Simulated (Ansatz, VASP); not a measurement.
Two plane-wave programs on Ir

```xyz
1
Lattice="0.0000 1.9353 1.9353 1.9353 0.0000 1.9353 1.9353 1.9353 0.0000" Properties=species:S:1:pos:R:3 pbc="T T T"
Ir    0.0000    0.0000    0.0000
```

Alike in both runs: functional PBE; k mesh 18 × 18 × 18; occupations gaussian, width 0.1 eV; no spin polarisation.

Ansatz relaxed the structure, and its values are those at the end. VASP's run is a single point on that final structure, the one shown.

|  | VASP | Ansatz |
| --- | --- | --- |
| version | VASP 6.6.1 | Ansatz 0.2.0 |
| potentials or method | VASP PAW PBE potentials, release 64 (Ir), cutoff 520 eV | scalar-relativistic, plane waves, PAW |
| valence electrons in the cell | 9 | 17 |

VASP gave:

```
gap on the k mesh at the Fermi level (eV) : none
pressure (GPa)                            : 0.5
```

Q: Estimate Ansatz's values.

A: gap on the k mesh at the Fermi level (eV): none; pressure (GPa): 0.0.

A gap of «none» marks a metal or a gap that the smearing closes. VASP's potentials hold 9 valence electrons a cell and Ansatz's 17, so a difference there can come from the potentials and not from the codes.

Spin-orbit coupling is off throughout.
